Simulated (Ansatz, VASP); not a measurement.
One calculation of SrVO3, two programs

```
CELL_PARAMETERS angstrom
3.84090 0.00000 0.00000
0.00000 3.84090 0.00000
0.00000 0.00000 3.87931
ATOMIC_POSITIONS crystal
Sr 0.50000 0.50000 0.50000
V 0.00000 0.00000 0.00000
O 0.00000 0.00000 0.50000
O 0.00000 0.50000 0.00000
O 0.50000 0.00000 0.00000
```

Alike in both runs: task single point; functional PBE; k mesh 6 × 6 × 6; occupations fermi-dirac, width 0.05 eV; collinear spin.

|  | VASP | Ansatz |
| --- | --- | --- |
| version | VASP 6.6.1 | Ansatz 0.2.0 |
| potentials or method | VASP PAW PBE potentials, release 64 (Sr_sv, V_sv, O) | Ansatz PAW |
| plane-wave cutoff (eV) | 520 | 420 |
| valence electrons in the cell | 41 | 41 |

```csv
,VASP,Ansatz,Ansatz less VASP
gap on the k mesh at the Fermi level (eV),none,none,-
pressure (GPa),1.8,1.0,-0.86
"traceless stress, the component that is largest in VASP (GPa)",-1.39,-1.36,+0.032
net moment per atom (μB),0.10,0.10,0.000
size of the moment on the site where the two differ most (μB),0.46,0.37,-0.092
```

Site moments also hang on the region over which each program counts them. A gap of «none» marks a metal or a gap that the smearing closes.
